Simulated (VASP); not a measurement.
# RbSi2 (P-3m1) in VASP: notebook, part 2 of 2

VASP 6.6.1. Earlier steps stand in the parts before.

### Step 4. Single point, PBE

This run uses another cell than the first one, of 27.57 Å³/atom.

File INCAR:

```
  PREC = Accurate
  ENCUT = 520
  EDIFF = 1E-6
  ISMEAR = 0
  SIGMA = 0.1
  LREAL = F
  LASPH = T
  NELM = 80
  ALGO = Normal
  ISIF = 2
  LWAVE = F
  LCHARG = T
  GGA = PE
  LELF = T
  LVHAR = T
  NBANDS = 16
```

File KPOINTS:

```
Automatic mesh
0
Gamma
  6 6 4
```

File POSCAR:

```
RbSi2
1.0
    3.9760379293      0.0000000000      0.0000000000
   -1.9880189646      3.4433498532      0.0000000000
    0.0000000000      0.0000000000      6.0416259708
Rb Si
1 2
Direct
    0.0000000000      0.0000000000      0.0000000000
    0.3333333333      0.6666666667      0.4492162205
    0.6666666667      0.3333333333      0.5507837795
```

The run is started by

```bash
$ cat potpaw_PBE.64/Rb_sv/POTCAR potpaw_PBE.64/Si/POTCAR > POTCAR
$ mpirun -np 1 vasp_std > vasp.out
```

It took 45 s on 1 thread of Intel Xeon 8259CL, shared host; peak memory 0.2 GiB.

The run converged. Its results:

| Quantity | Value |
| --- | --- |
| Free energy | -11.5829 eV |
| Pressure | -0.1 GPa |
| Largest force | 0.017 eV/Å |
| Band gap on the k mesh | zero (an odd number of electrons rules out a gap without spin polarisation) |

Forces in eV/Å, atoms in the order of the input:
```
Rb   0.000  0.000  0.000
Si   0.000  0.000  0.017
Si   0.000  0.000 -0.017
```

Stress tensor (GPa, compression positive):
```
-0.07  0.00  0.00
 0.00 -0.07  0.00
 0.00  0.00 -0.28
```

Levels at points of the mesh, in eV from the Fermi level:
```csv
k point,band 6,band 7,band 8,band 9,band 10,band 11
"(0.00, 0.00, 0.00)",-3.33,-1.32,-1.32,-0.41,1.01,2.58
"(0.50, 0.00, 0.00)",-7.23,-2.61,-2.24,0.01,0.43,2.22
"(0.00, 0.00, 0.50)",-4.31,-1.28,-1.28,1.01,2.03,2.31
"(0.50, 0.00, 0.50)",-7.05,-2.69,-1.75,-0.98,0.78,3.02
```

### Step 5. Relaxation of cell and atoms, PBE

This run uses another cell than the first one, of 42.92 Å³/atom.

File INCAR:

```
ALGO = Normal
EDIFF = 1E-6
EDIFFG = -0.04
ENCUT = 600
GGA = PE
IBRION = 2
ISIF = 3
ISMEAR = 0
LASPH = True
LCHARG = False
LREAL = False
LWAVE = False
NELM = 80
NSW = 90
PREC = Accurate
SIGMA = 0.1
```

File KPOINTS:

```
k-points
0
Gamma
  6 6 2
```

File POSCAR:

```
RbSi2
1.0
    4.2724071200      0.0000000000      0.0000000000
   -2.1362035600      3.7000131000      0.0000000000
    0.0000000000      0.0000000000      8.1443781700
Rb Si
1 2
Direct
    0.0000000000      0.0000000000      0.0000000000
    0.3333333300      0.6666666700      0.3557395100
    0.6666666700      0.3333333300      0.6442604900
```

Potentials or basis: VASP PAW PBE potentials, release 64 (Rb_sv, Si).

The run is started by

```bash
$ cat potpaw_PBE.64/Rb_sv/POTCAR potpaw_PBE.64/Si/POTCAR > POTCAR
$ mpirun -np 1 vasp_std > vasp.out
```

OUTCAR:

```text
EDIFF = 1E-6
   EDIFFG = -0.04
   ENCUT = 600
   GGA = PE
   IBRION = 2
   ISIF = 3
   ISMEAR = 0
   LASPH = True
   LREAL = False
   NELM = 80
   NSW = 90
   PREC = Accurate

 ion  position               nearest neighbor table
   1  0.000  0.000  0.000-   2 3.81   3 3.81   2 3.81   3 3.81   3 3.81   2 3.81
   2  0.333  0.667  0.356-   1 3.81   1 3.81   1 3.81
   3  0.667  0.333  0.644-   1 3.81   1 3.81   1 3.81

  LATTYP: Found a hexagonal cell.
 ALAT       =     4.2724071200
 C/A-ratio  =     1.9062738970

  Lattice vectors:

 A1 = (   4.2724071200,   0.0000000000,   0.0000000000)
 A2 = (  -2.1362035600,   3.7000131000,   0.0000000000)
 A3 = (   0.0000000000,   0.0000000000,   8.1443781700)

Analysis of symmetry for initial positions (statically):
=====================================================================
 Subroutine PRICEL returns:
 Original cell was already a primitive cell.

 Routine SETGRP: Setting up the symmetry group for a
 hexagonal supercell.

 Subroutine GETGRP returns: Found 12 space group operations
 (whereof 12 operations were pure point group operations)
 out of a pool of 24 trial point group operations.

The static configuration has the point symmetry D_3d.

[... 154 lines left out ...]

------------------------ aborting loop because EDIFF is reached ----------------------------------------

  FORCE on cell =-STRESS in cart. coord.  units (eV):
  Direction    XX          YY          ZZ          XY          YZ          ZX
  --------------------------------------------------------------------------------------
  -------------------------------------------------------------------------------------
  Total       -3.3178168     -3.3178168     -6.6159201     -0.0000000      0.0000000      0.0000000
  in kB      -41.2885050    -41.2885049    -82.3316864     -0.0000000      0.0000000      0.0000000
  external PRESSURE =     -54.9695654 kB  Pullay stress =       0.0000000 kB
[... 517 lines left out ...]
 k-point    14 :       0.3333    0.3333    0.5000
  band No.  band energies     occupation
      1     -23.2982      2.00000
      2      -7.7364      2.00000
      3      -7.7364      2.00000
      4      -7.4677      2.00000
      5      -3.9315      2.00000
      6      -3.9315      2.00000
      7      -0.2762      2.00000
      8       3.3105      2.00000
      9       3.3105      2.00000
     10       6.7986      0.00000
     11       8.9860      0.00000
     12       8.9860      0.00000

[... ionic steps 4 to 21 ...]

--------------------------------------- Ionic step       22  -------------------------------------------

 number of electron      17.0000000 magnetization

------------------------ aborting loop because EDIFF is reached ----------------------------------------
[... 69 lines left out ...]
--------------------------------------- Ionic step       24  -------------------------------------------

 number of electron      17.0000000 magnetization

 Free energy of the ion-electron system (eV)
  ---------------------------------------------------
  ext. energy  EPLUGINS =         0.00000000
  ---------------------------------------------------
  free energy    TOTEN  =       -11.56785464 eV

  energy without entropy =      -11.55853413  energy(sigma->0) =      -11.56319439

 E-fermi :   3.7273     XC(G=0):  -8.5152

 val. band max:        3.7109665741   @ k =   0.5000  -0.0000   0.0000
 cond. band min:       3.7494683989   @ k =   0.1667  -0.0000   0.0000
 fundamental gap:      0.0385018248
 Fermi energy:         3.7272826832
[... 238 lines left out ...]
  FREE ENERGIE OF THE ION-ELECTRON SYSTEM (eV)
  ---------------------------------------------------
  free  energy   TOTEN  =       -11.5678546382 eV

  energy  without entropy=      -11.5585341342  energy(sigma->0) =      -11.56319439

 reached required accuracy - stopping structural energy minimisation
```

OSZICAR:

```text
N       E                     dE             d eps       ncg     rms          rms(c)
DAV:   1     0.801770064452E+02    0.80177E+02   -0.67762E+03   336   0.125E+03
DAV:   2    -0.144435869760E+01   -0.81621E+02   -0.79360E+02   468   0.175E+02
DAV:   3    -0.775511851889E+01   -0.63108E+01   -0.62815E+01   428   0.520E+01
[... 241 lines left out ...]
DAV:   2    -0.115682703851E+02    0.11274E-02   -0.37475E-03   408   0.481E-01    0.996E-02
DAV:   3    -0.115678349882E+02    0.43540E-03   -0.15610E-03   432   0.247E-01    0.235E-02
DAV:   4    -0.115678458995E+02   -0.10911E-04   -0.63044E-05   448   0.502E-02    0.192E-02
DAV:   5    -0.115678542187E+02   -0.83192E-05   -0.11728E-05   424   0.286E-02    0.503E-03
DAV:   6    -0.115678546382E+02   -0.41958E-06   -0.57928E-07   212   0.621E-03
  24 F= -.11567855E+02 E0= -.11563194E+02  d E =-.423144E-02
```

It took 12 min on 1 thread of Intel Xeon 8259CL, shared host; peak memory 0.33 GiB.

What came out:

```
Free energy                           : -11.5679 eV
Relaxed volume                        : 27.75 Å³/atom
Relaxed cell                          : a = 3.969 Å, b = 3.969 Å, c = 6.102 Å, α = 90.00°, β = 90.00°, γ = 120.00°
Space group after relaxing (to 0.1 Å) : P-3m1 (No. 164)
Pressure after relaxing               : -0.1 GPa
Largest force after relaxing          : 0.015 eV/Å
Band gap on the k mesh                : zero (an odd number of electrons rules out a gap without spin polarisation)
```

Forces in eV/Å, atoms in the order of the input:
```
Rb   0.000  0.000  0.000
Si   0.000  0.000  0.015
Si   0.000  0.000 -0.015
```

Stress tensor (GPa, compression positive):
```
-0.03  0.00  0.00
 0.00 -0.03  0.00
 0.00  0.00 -0.17
```

Final structure:
```cif
data_structure
_symmetry_space_group_name_H-M 'P 1'
_symmetry_Int_Tables_number 1
_cell_length_a 3.9688
_cell_length_b 3.9688
_cell_length_c 6.1023
_cell_angle_alpha 90.000
_cell_angle_beta 90.000
_cell_angle_gamma 120.000
_cell_volume 83.24
loop_
_atom_site_label
_atom_site_type_symbol
_atom_site_fract_x
_atom_site_fract_y
_atom_site_fract_z
_atom_site_occupancy
Rb1 Rb 0.00000 0.00000 0.00000 1
Si1 Si 0.33333 0.66667 0.44883 1
Si2 Si 0.66667 0.33333 0.55117 1
```

Caveat: the k points lie up to 0.51 Å⁻¹ apart in the final cell, too coarse for converged energies and pressures of a metal; the volume moved by over 15 % at a fixed basis, so the end points are rough.

### Step 6. Summary

| task | cell | k mesh | cutoff (eV) | gap on the mesh (eV) | pressure (GPa) | largest force (eV/Å) |
| --- | --- | --- | --- | --- | --- | --- |
| single point | a = 3.970, b = 3.970, c = 6.078 Å, angles 90.0, 90.0, 120.0°, 3 atoms, atomic positions A | 6 × 6 × 2 | 520 | none | 0.0 | 0.02 |
| single point | a = 4.272, b = 4.272, c = 8.144 Å, angles 90.0, 90.0, 120.0°, 3 atoms, atomic positions B | 6 × 6 × 2 | 520 | none | -5.5 | 2.16 |
| single point | a = 3.976, b = 3.976, c = 6.042 Å, angles 90.0, 90.0, 120.0°, 3 atoms, atomic positions A | 6 × 6 × 4 | 520 | none | -0.1 | 0.02 |
| relaxation of cell and atoms | relaxed from a = 4.272, b = 4.272, c = 8.144 Å, angles 90.0, 90.0, 120.0°, 3 atoms, atomic positions B | 6 × 6 × 2 | 600 | none | -0.1 | 0.02 |

Alike in all rows: level PBE; potentials or basis VASP PAW PBE potentials, release 64 (Rb_sv, Si); no spin polarisation; smearing gaussian 0.1 eV.

Caveats: some runs use coarse meshes; forces of over 1 eV/Å act on the atoms, so gaps and moduli don't describe the material at rest (at least some runs); the volume moved by over 15 % at a fixed basis, so the end points are rough (at least some runs).

Total energies depend on the potentials used, so only differences within one code and one set of settings carry meaning.
